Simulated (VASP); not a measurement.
# AlNi in VASP: notebook

AlNi is run at these levels: LDA, PBE, PBEsol, r2SCAN; tasks: single point.

Program: VASP 6.6.1. These are calculated values, not measurements. Logs are shortened: lines on timing, memory, paths and dates and some standing lists are left out, and cuts for length are marked.

## Step 1: The cell of the first run

Symmetry: P4/mmm, No. 123, tetragonal system. The conventional cell has a = 2.829 Å, b = 2.829 Å, c = 2.840 Å, α = 90.00°, β = 90.00°, γ = 90.00°. Al (site symmetry 4/mmm) has 8 Ni at 2.45 Å and 6 Al at 2.83 to 2.84 Å within 3.2 Å. Ni (site symmetry 4/mmm) has 8 Al at 2.45 Å and 6 Ni at 2.83 to 2.84 Å within 3.2 Å.

## Step 2: Single point, LDA

INCAR

```
SYSTEM = AlNi
PREC = Accurate
ENCUT = 520
EDIFF = 1E-6
ISMEAR = 0
SIGMA = 0.1
LREAL = .FALSE.
LASPH = .TRUE.
NELM = 80
ALGO = Fast
ISIF = 2
LWAVE = .FALSE.
LCHARG = .FALSE.
NBANDS = 14
```

KPOINTS

```
regular mesh
0
G
  16 16 14
  0 0 0
```

POSCAR

```
AlNi
1.0
    2.0002900840     -2.0003202214      0.0000000000
    2.0002900840      2.0003202214      0.0000000000
    0.0000000000      0.0000000000      2.8396512507
Al Ni
1 1
Direct
    0.0000000000      0.0000000000      0.0000000000
    0.5000000000      0.5000000000      0.5000000000
```

Potentials or basis: VASP PAW LDA potentials, release 64 (Al, Ni).

Command:

```bash
cat potpaw_LDA.64/Al/POTCAR potpaw_LDA.64/Ni/POTCAR > POTCAR
mpirun -np 1 vasp_std > vasp.out
```

OUTCAR:

```text
SYSTEM = AlNi
   PREC = Accurate
   ENCUT = 520
   EDIFF = 1E-6
   ISMEAR = 0
   LREAL = .FALSE.
   LASPH = .TRUE.
   NELM = 80
   ISIF = 2

 ion  position               nearest neighbor table
   1  0.000  0.000  0.000-   2 2.45   2 2.45   2 2.45   2 2.45   2 2.45   2 2.45   2 2.45   2 2.45

   2  0.500  0.500  0.500-   1 2.45   1 2.45   1 2.45   1 2.45   1 2.45   1 2.45   1 2.45   1 2.45

  LATTYP: Found a base centered orthorhombic cell.
 ALAT       =     4.0005801680
 B/A-ratio  =     1.0000150665
 C/A-ratio  =     0.7098098604

  Lattice vectors:

 A1 = (   2.0002900840,  -2.0003202214,   0.0000000000)
 A2 = (   2.0002900840,   2.0003202214,   0.0000000000)
 A3 = (   0.0000000000,   0.0000000000,   2.8396512507)

Analysis of symmetry for initial positions (statically):
=====================================================================
 Subroutine PRICEL returns:
 Original cell was already a primitive cell.

 Routine SETGRP: Setting up the symmetry group for a
 base centered orthorhombic supercell.

 Subroutine GETGRP returns: Found  8 space group operations
 (whereof  8 operations were pure point group operations)
 out of a pool of  8 trial point group operations.

The static configuration has the point symmetry D_2h.

Analysis of symmetry for dynamics (positions and initial velocities):
=====================================================================
 Subroutine PRICEL returns:
 Original cell was already a primitive cell.

 Routine SETGRP: Setting up the symmetry group for a
 base centered orthorhombic supercell.

 Subroutine GETGRP returns: Found  8 space group operations
 (whereof  8 operations were pure point group operations)
 out of a pool of  8 trial point group operations.

The dynamic configuration has the point symmetry D_2h.

 Subroutine INISYM returns: Found  8 space group operations
 (whereof  8 operations are pure point group operations),
 and found     1 'primitive' translations

----------------------------------------------------------------------------------------

                                     Primitive cell

  volume of cell :      22.7241

  direct lattice vectors                    reciprocal lattice vectors
     2.000290084 -2.000320221  0.000000000     0.249963745 -0.249959979  0.000000000
     2.000290084  2.000320221  0.000000000     0.249963745  0.249959979  0.000000000
     0.000000000  0.000000000  2.839651251     0.000000000  0.000000000  0.352155920

  length of vectors
     2.828858676  2.828858676  2.839651251     0.353499455  0.353499455  0.352155920

  position of ions in fractional coordinates (direct lattice)
     0.000000000  0.000000000  0.000000000
     0.500000000  0.500000000  0.500000000

  ion indices of the primitive-cell ions
   primitive index   ion index
                 1           1
                 2           2

----------------------------------------------------------------------------------------

 KPOINTS: regular mesh

Automatic generation of k-mesh.
 Grid dimensions read from file:
 generate k-points for:   16   16   14

 Generating k-lattice:

  Cartesian coordinates                     Fractional coordinates (reciprocal lattice)
     0.015622734 -0.015622499  0.000000000     0.062500000  0.000000000  0.000000000
     0.015622734  0.015622499  0.000000000     0.000000000  0.062500000  0.000000000
     0.000000000  0.000000000  0.025153994     0.000000000  0.000000000  0.071428571

  Length of vectors
     0.022093716  0.022093716  0.025153994

  Shift w.r.t. Gamma in fractional coordinates (k-lattice)
     0.000000000  0.000000000  0.000000000

 Subroutine IBZKPT returns following result:
 ===========================================

 Found    584 irreducible k-points:

 Following reciprocal coordinates:
            Coordinates               Weight
  0.000000  0.000000  0.000000      1.000000
  0.062500  0.000000  0.000000      4.000000
  0.125000  0.000000  0.000000      4.000000
  0.187500  0.000000  0.000000      4.000000
  0.250000  0.000000  0.000000      4.000000
  0.312500  0.000000  0.000000      4.000000
[... 16 lines left out ...]
 -0.125000  0.062500  0.000000      4.000000
 -0.062500  0.062500  0.000000      2.000000
 [... further k-points ...]
   k-points           NKPTS =    584   k-points in BZ     NKDIM =    584   number of bands    NBANDS=     14
   number of dos      NEDOS =    301   number of ions     NIONS =      2
   total plane-waves  NPLWV =  13824
   dimension x,y,z NGX =    24 NGY =   24 NGZ =   24
   dimension x,y,z NGXF=    48 NGYF=   48 NGZF=   48
   ions per type =               1   1
   NGX,Y,Z   is equivalent  to a cutoff of  14.10, 14.10, 14.05 a.u.
   NGXF,Y,Z  is equivalent  to a cutoff of  28.21, 28.21, 28.10 a.u.
 SYSTEM =  AlNi
   PREC   = accura    normal or accurate (medium, high low for compatibility)
   ISTART =      0    job   : 0-new  1-cont  2-samecut
   ICHARG =      2    charge: 1-file 2-atom 10-const
   ISPIN  =      1    spin polarized calculation?
   LNONCOLLINEAR =      F non collinear calculations
   LSORBIT =      F    spin-orbit coupling
   LASPH  =      T    aspherical Exc in radial PAW
   ENCUT  =  520.0 eV  38.22 Ry    6.18 a.u.   5.26  5.26  5.28*2*pi/ulx,y,z
   NELM   =     80;   NELMIN=  2; NELMDL= -5     # of ELM steps
   EDIFF  = 0.1E-05   stopping-criterion for ELM
   LREAL  =      F    real-space projection
   EDIFFG = 0.1E-04   stopping-criterion for IOM
   NSW    =      0    number of steps for IOM
   IBRION =     -1    ionic relax: 0-MD 1-quasi-New 2-CG
   NFREE  =      0    steps in history (QN), initial steepest desc. (CG)
   ISIF   =      2    stress and relaxation
   ISYM   =      2    0-nonsym 1-usesym 2-fastsym
   POTIM  = 0.5000    time-step for ionic-motion
   TEBEG  =    0.0;   TEEND  =   0.0 temperature during run
   PSTRESS=    0.0 pullay stress
   NELECT =      13.0000    total number of electrons
   NUPDOWN=      -1.0000    fix difference up-down
   EMIN   =  10.00;   EMAX   =-10.00  energy-range for DOS
   EFERMI =   0.00;   METHOD = LEGACY
   ISMEAR =     0;   SIGMA  =   0.10  broadening in eV -4-tet -1-fermi 0-gaus
   EFERMI_NEDOS =   21; number of points for ismear=-14 and -15
   IALGO  =     68    algorithm
   IMIX   =      4    mixing-type and parameters
     AMIX     =   0.40;   BMIX     =  1.00
     AMIX_MAG =   1.60;   BMIX_MAG =  1.00
  volume/ion in A,a.u.               =      11.36        76.68
  Fermi-wavevector in a.u.,A,eV,Ry     =   1.359023  2.568181 25.129189  1.846943
  Thomas-Fermi vector in A             =   2.485806
   LORBIT       =      0    0 simple, 1 ext, 2 COOP (PROOUT), +10 PAW based schemes
   GGA     = CA    functional components
   LHFCALC =     F    Hartree Fock is set to
   AEXX    =    0.0000 exact exchange contribution
   IVDW    =     0    specifies the selected vdW correction
   LEPSILON=     F    determine dielectric tensor
   LRPA    =     F    only Hartree local field effects (RPA)
 non-spin polarized calculation
 RMM-DIIS sequential band-by-band and
 Gauss-broadening in eV      SIGMA  =   0.10
  energy-cutoff  :      520.00
  volume of cell :       22.72
 maximum number of plane-waves:       627
 NGX is ok and might be reduce to    24
   NGX = 11   NGY = 11   NGZ = 11

 number of electron      12.9999994 magnetization

 Free energy of the ion-electron system (eV)
  ---------------------------------------------------
  ext. energy  EPLUGINS =         0.00000000
  ---------------------------------------------------
  free energy    TOTEN  =       -12.19886499 eV

  energy without entropy =      -12.19547914  energy(sigma->0) =      -12.19717206

 E-fermi :  10.4304     XC(G=0): -12.5504

 val. band max:       10.4143521613   @ k =  -0.2500   0.0625   0.3571
 cond. band min:      10.4447719734   @ k =  -0.4375   0.3125   0.5000
 fundamental gap:      0.0304198121
 Fermi energy:        10.4304432997

 k-point     1 :       0.0000    0.0000    0.0000
  band No.  band energies     occupation
      1      -1.0200      2.00000
      2       6.9433      2.00000
      3       6.9441      2.00000
      4       8.7660      2.00000
      5       8.7661      2.00000
      6       8.7758      2.00000
      7      16.0339      0.00000
      8      16.1742      0.00000
      9      16.1743      0.00000
     10      18.8119      0.00000
     11      18.8425      0.00000
     12      24.9357      0.00000
     13      31.8106      0.00000
     14      31.8590      0.00000

 k-point     2 :       0.0625    0.0000    0.0000
  band No.  band energies     occupation
      1      -0.9452      2.00000
      2       6.9410      2.00000
      3       6.9617      2.00000
      4       8.7317      2.00000
      5       8.7421      2.00000
      6       8.7697      2.00000
      7      15.3626      0.00000
      8      16.1332      0.00000
      9      16.2728      0.00000
     10      18.8205      0.00000
     11      19.5750      0.00000
     12      25.1893      0.00000
     13      30.9473      0.00000
     14      31.0474      0.00000

 k-point     3 :       0.1250    0.0000    0.0000
  band No.  band energies     occupation
      1      -0.7219      2.00000
      2       6.9184      2.00000
      3       7.0141      2.00000
      4       8.6367      2.00000
      5       8.6490      2.00000
      6       8.7803      2.00000
      7      13.9449      0.00000
      8      16.4233      0.00000
      9      16.5610      0.00000
     10      18.8245      0.00000
     11      20.7463      0.00000
     12      25.9880      0.00000
     13      29.4323      0.00000
     14      29.5402      0.00000
[... 324 lines left out ...]
 k-point    23 :      -0.1250    0.0625    0.0000
  band No.  band energies     occupation
      1      -0.6479      2.00000
      2       6.9360      2.00000
      3       7.0168      2.00000
      4       8.6094      2.00000
      5       8.6391      2.00000
      6       8.7489      2.00000
      7      14.0016      0.00000
      8      15.7587      0.00000
      9      16.5208      0.00000
     10      19.3317      0.00000
     11      21.0746      0.00000
     12      26.1712      0.00000
     13      28.6202      0.00000
     14      29.4702      0.00000

 k-point    24 :      -0.0625    0.0625    0.0000
  band No.  band energies     occupation
      1      -0.8707      2.00000
      2       6.9505      2.00000
      3       6.9687      2.00000
      4       8.7068      2.00000
      5       8.7272      2.00000
      6       8.7440      2.00000
      7      15.2867      0.00000
      8      15.6322      0.00000
      9      16.2320      0.00000
     10      19.1891      0.00000
     11      19.9677      0.00000
     12      25.4244      0.00000
     13      30.1405      0.00000
     14      30.9311      0.00000

 [... further k-points ...]
[... 5 lines left out ...]
  --------------------------------------------------------------------------------------
  -------------------------------------------------------------------------------------
  Total        0.0430070      0.0424300      0.0436276      0.0000000      0.0000000      0.0000000
  in kB        3.0322338      2.9915488      3.0759882      0.0000000      0.0000000      0.0000000
  external PRESSURE =       3.0332569 kB  Pullay stress =       0.0000000 kB

 VOLUME and BASIS-vectors are now :
 -----------------------------------------------------------------------------
  energy-cutoff  :      520.00
  volume of cell :       22.72
      direct lattice vectors                 reciprocal lattice vectors
     2.000290084 -2.000320221  0.000000000     0.249963745 -0.249959979  0.000000000
     2.000290084  2.000320221  0.000000000     0.249963745  0.249959979  0.000000000
     0.000000000  0.000000000  2.839651251     0.000000000  0.000000000  0.352155920

 POSITION                                       TOTAL-FORCE (eV/Angst)
 -----------------------------------------------------------------------------------
      0.00000      0.00000      0.00000         0.000000      0.000000      0.000000
      2.00029      0.00000      1.41983        -0.000000     -0.000000      0.000000
 -----------------------------------------------------------------------------------
    total drift:                                0.000000     -0.000000     -0.000000

  FREE ENERGIE OF THE ION-ELECTRON SYSTEM (eV)
  ---------------------------------------------------
  free  energy   TOTEN  =       -12.1988649896 eV

  energy  without entropy=      -12.1954791356  energy(sigma->0) =      -12.19717206
```

Run time: 1.7 min. Hardware: 1 thread of Intel Xeon 8259CL, shared host; peak memory 0.29 GiB.

Results:

* Free energy: -12.1989 eV
* Pressure: 0.3 GPa
* Band gap on the k mesh: zero (an odd number of electrons rules out a gap without spin polarisation)

Spin polarisation is off, so any magnetic state and its effect on volume and gap are missing.

## Step 3: Single point, PBE

This run uses another cell than the first one, of 12.11 Å³/atom.

INCAR

```
SYSTEM = AlNi
PREC = Accurate ; ENCUT = 520
EDIFF = 1E-7 ; ISMEAR = 0
SIGMA = 0.1 ; LREAL = .False.
LASPH = .True. ; NELM = 60
ALGO = Normal ; ISIF = 2
LWAVE = .False. ; LCHARG = .False.
GGA = PE ; NBANDS = 14
```

KPOINTS

```
Automatic mesh
0
Gamma
  16 16 14
  0 0 0
```

POSCAR

```
AlNi
1.0
    2.0427737695     -2.0427756740      0.0000000000
    2.0427737695      2.0427756740      0.0000000000
    0.0000000000      0.0000000000      2.9011737451
Al Ni
1 1
Direct
    0.0000000000      0.0000000000      0.0000000000
    0.5000000000      0.5000000000      0.5000000000
```

Potentials or basis: VASP PAW PBE potentials, release 64 (Al, Ni).

Command:

```bash
cat potpaw_PBE.64/Al/POTCAR potpaw_PBE.64/Ni/POTCAR > POTCAR
mpirun -np 1 vasp_std > vasp.out
```

Wall time 60 s (1 thread of Intel Xeon 8259CL, shared host); peak memory 0.24 GiB.

The run converged. Its results:

```yaml
Free_energy: -10.5412 eV
Pressure: 0.0 GPa
Band_gap_on_the_k_mesh: zero (an odd number of electrons rules out a gap without spin polarisation)
```

Levels at points of the mesh, in eV from the Fermi level:
```
           k point  band 4  band 5  band 6  band 7  band 8  band 9  band 10  band 11
(0.00, 0.00, 0.00)   -1.50   -1.50   -1.50    5.36    5.51    5.51     8.08     8.11
(0.50, 0.00, 0.00)   -2.21   -2.19   -1.42   -0.61    8.28    9.88    10.02    10.70
(0.50, 0.50, 0.00)   -2.82   -2.03   -2.03   -0.98    1.50    2.44    12.08    14.99
(0.00, 0.00, 0.50)   -2.19   -2.19   -1.41   -0.64    8.28   10.01    10.01    10.78
(0.50, 0.00, 0.50)   -2.84   -2.02   -2.01   -0.99    1.46    2.41    12.18    15.06
(0.50, 0.50, 0.50)   -0.96   -0.95    2.02    2.03    2.03    3.59     4.39     4.39
```

Spin polarisation is off, so any magnetic state and its effect on volume and gap are missing.

## Step 4: Single point, PBEsol

This run uses another cell than the first one, of 11.72 Å³/atom.

INCAR

```
SYSTEM = AlNi
ALGO = Fast
EDIFF = 1E-6
ENCUT = 520
GGA = PS
ISIF = 2
ISMEAR = 0
LASPH = .True.
LCHARG = .False.
LREAL = .False.
LWAVE = .False.
NBANDS = 14
NELM = 100
PREC = Accurate
SIGMA = 0.1
```

KPOINTS

```
k-points
0
Gamma
  16 16 14
  0 0 0
```

POSCAR

```
AlNi
1.0
    2.0213372435     -2.0213589203      0.0000000000
    2.0213372435      2.0213589203      0.0000000000
    0.0000000000      0.0000000000      2.8693957260
Al Ni
1 1
Direct
    0.0000000000      0.0000000000      0.0000000000
    0.5000000000      0.5000000000      0.5000000000
```

Command:

```bash
cat potpaw_PBE.64/Al/POTCAR potpaw_PBE.64/Ni/POTCAR > POTCAR
mpirun -np 1 vasp_std > vasp.out
```

It took 99 s on 1 thread of Intel Xeon 8259CL, shared host; peak memory 0.31 GiB.

The run converged. Its results:

| Property | Result |
| --- | --- |
| Free energy | -11.5889 eV |
| Pressure | -0.1 GPa |
| Band gap on the k mesh | zero (an odd number of electrons rules out a gap without spin polarisation) |

Levels at points of the mesh, in eV from the Fermi level:
| k point | band 3 | band 4 | band 5 | band 6 | band 7 | band 8 | band 9 | band 10 | band 11 | band 12 |
| --- | --- | --- | --- | --- | --- | --- | --- | --- | --- | --- |
| (0.00, 0.00, 0.00) | -3.32 | -1.57 | -1.57 | -1.56 | 5.50 | 5.64 | 5.64 | 8.20 | 8.24 | 14.09 |
| (0.50, 0.00, 0.00) | -2.83 | -2.31 | -2.29 | -1.48 | -0.64 | 8.33 | 10.02 | 10.15 | 11.05 | 11.16 |
| (0.50, 0.50, 0.00) | -2.91 | -2.90 | -2.13 | -2.13 | -1.02 | 1.53 | 2.63 | 12.45 | 15.24 | 15.24 |
| (0.00, 0.00, 0.50) | -2.83 | -2.29 | -2.29 | -1.47 | -0.66 | 8.33 | 10.13 | 10.13 | 11.12 | 11.12 |
| (0.50, 0.00, 0.50) | -2.94 | -2.92 | -2.12 | -2.11 | -1.03 | 1.50 | 2.59 | 12.55 | 15.30 | 15.34 |
| (0.50, 0.50, 0.50) | -4.18 | -1.00 | -0.99 | 1.97 | 1.98 | 1.98 | 3.91 | 4.56 | 4.56 | 4.60 |

Caveat: the PAW data sets were made with another functional, which shifts forces and pressure a little.

## Step 5: Single point, r2SCAN

This run uses another cell than the first one, of 11.74 Å³/atom.

POSCAR

```
AlNi
1.0
    2.0223668446     -2.0221508876      0.0000000000
    2.0223668446      2.0221508876      0.0000000000
    0.0000000000      0.0000000000      2.8701018261
Al Ni
1 1
Direct
    0.0000000000      0.0000000000      0.0000000000
    0.5000000000      0.5000000000      0.5000000000
```

INCAR.step1

```
SYSTEM = AlNi
PREC = Accurate
ENCUT = 520
ISMEAR = 0
SIGMA = 0.1
LREAL = .FALSE.
LASPH = .TRUE.
NELM = 100
NBANDS = 14
GGA = PE
ALGO = Normal
EDIFF = 1E-4
LWAVE = .TRUE.
LCHARG = .FALSE.
```

INCAR.step2

```
SYSTEM = AlNi
PREC = Accurate
ENCUT = 520
EDIFF = 1E-6
ISMEAR = 0
SIGMA = 0.1
LREAL = .FALSE.
LASPH = .TRUE.
NELM = 100
ALGO = Normal
ISIF = 2
LWAVE = .FALSE.
LCHARG = .FALSE.
METAGGA = R2SCAN
LMIXTAU = .TRUE.
NBANDS = 14
ISTART = 1
```

KPOINTS

```
regular mesh
0
G
  16 16 14
  0 0 0
```

Command:

```bash
cat potpaw_PBE.64/Al/POTCAR potpaw_PBE.64/Ni/POTCAR > POTCAR
cp INCAR.step1 INCAR
mpirun -np 1 vasp_std > vasp.out
cp INCAR.step2 INCAR
mpirun -np 1 vasp_std > vasp.out
```

Wall time 5.1 min (1 thread of Intel Xeon 8259CL, shared host); peak memory 0.31 GiB.

Results (log left out):

```
Free energy            : -20.0706 eV
Pressure               : -0.2 GPa
Band gap on the k mesh : zero (an odd number of electrons rules out a gap without spin polarisation)
```

Levels at points of the mesh, in eV from the Fermi level:
```csv
k point,band 5,band 6,band 7,band 8,band 9,band 10
"(0.00, 0.00, 0.00)",-1.63,-1.62,5.90,6.03,6.04,8.45
"(0.50, 0.00, 0.00)",-2.36,-1.53,-0.63,8.68,10.58,10.71
"(0.50, 0.50, 0.00)",-2.21,-2.21,-1.03,1.66,2.83,13.45
"(0.00, 0.00, 0.50)",-2.36,-1.53,-0.66,8.68,10.70,10.70
"(0.50, 0.00, 0.50)",-2.19,-2.19,-1.04,1.62,2.80,13.54
"(0.50, 0.50, 0.50)",-1.00,2.03,2.04,2.04,4.65,4.72
```

Caveat: the PAW data sets were made with another functional, which shifts forces and pressure a little.

## Step 6: Summary

```tsv
level	potentials or basis	cell	gap on the mesh (eV)	pressure (GPa)
LDA	VASP PAW LDA potentials, release 64 (Al, Ni)	a = 2.829, b = 2.829, c = 2.840 Å, 2 atoms	none	0.3
PBE	VASP PAW PBE potentials, release 64 (Al, Ni)	a = 2.889, b = 2.889, c = 2.901 Å, 2 atoms	none	0.0
PBEsol	VASP PAW PBE potentials, release 64 (Al, Ni)	a = 2.859, b = 2.859, c = 2.869 Å, 2 atoms	none	-0.1
r2SCAN	VASP PAW PBE potentials, release 64 (Al, Ni)	a = 2.860, b = 2.860, c = 2.870 Å, 2 atoms	none	-0.2
```

Alike in all rows: task single point; no spin polarisation; k mesh 16 × 16 × 14; cutoff (eV) 520; smearing gaussian 0.1 eV.

Caveats: the PAW data sets were made with another functional, which shifts forces and pressure a little (at least some runs).

Total energies depend on the potentials used, so only differences within one code and one set of settings carry meaning.

The gap in the log of VASP goes by the Fermi energy; the results here count the filled bands.